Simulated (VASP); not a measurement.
# BaTe: single point with PBE

BaTe:

```
Ba Te
1.0
     0.00000    3.53238    3.53238
     3.53238    0.00000    3.53238
     3.53238    3.53238    0.00000
Ba Te
1 1
Direct
  0.00000 0.00000 0.00000
  0.50000 0.50000 0.50000
```

- Program: VASP 6.6.1
- Task: single point
- Functional: PBE
- Potentials or basis: VASP PAW PBE potentials, release 64 (Ba_sv, Te)
- Cutoff: 520 eV
- k mesh: 4 × 4 × 4
- Occupations: gaussian, width 0.01 eV
- Spin: no spin polarisation
- Dipole correction: no
- Further INCAR settings: ALGO = Normal; EDIFF = 1e-06; NBANDS = 15

```yaml
Pressure: 0.4 GPa
Band_gap_on_the_k_mesh: 1.57 eV (least direct gap 1.95 eV)
```

Levels at points of the mesh, in eV from the valence-band top:
```
           k point  band 4  band 5  band 6  band 7  band 8  band 9  band 10  band 11  band 12  band 13
(0.00, 0.00, 0.00)  -12.25   -9.48    0.00    0.00    0.00    2.80     2.93     2.93     2.93     3.52
(0.50, 0.00, 0.00)  -12.26   -8.82   -2.16   -1.08   -1.08    4.15     4.68     4.82     4.82     6.88
(0.50, 0.50, 0.00)  -12.32   -9.28   -1.13   -0.38   -0.38    1.57     4.38     4.52     5.46     5.63
```

It took 43 s on 1 thread of Intel Xeon 8259CL (shared host), peak memory 0.23 GiB.

Caveat: spin-orbit coupling is left out, which moves the levels of the heavy elements. A k mesh can miss the band edges.
